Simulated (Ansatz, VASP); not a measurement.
**One calculation of Y2Si2F, two programs**

```
CELL_PARAMETERS angstrom
5.03172 0.00000 0.00000
-2.51586 4.35760 0.00000
0.00000 0.00000 4.75038
ATOMIC_POSITIONS crystal
Y 0.33333 0.66667 0.00000
Y 0.66667 0.33333 0.00000
Si 0.00000 0.00000 0.30154
Si 0.00000 0.00000 0.69846
F 0.00000 0.00000 0.00000
```

Alike in both runs: task single point; functional PBE; k mesh 6 × 6 × 4; occupations gaussian, width 0.1 eV; no spin polarisation.

```csv
,VASP,Ansatz
version,VASP 6.6.1,Ansatz 0.2.0
potentials or method,"VASP PAW PBE potentials, release 64 (Y_sv, Si, F), cutoff 520 eV","scalar-relativistic, plane waves, PAW"
valence electrons in the cell,37,37
```

|  | VASP | Ansatz | Ansatz less VASP |
| --- | --- | --- | --- |
| gap on the k mesh at the Fermi level (eV) | none | none | - |
| rms of the force components (eV/Å) | 1.879 | 1.823 | -0.0563 |

Atom by atom the forces differ by 0.056 eV/Å (rms over components). A gap of «none» marks a metal or a gap that the smearing closes. The functional is the same, so the differences come from potentials, cutoffs and numerics.
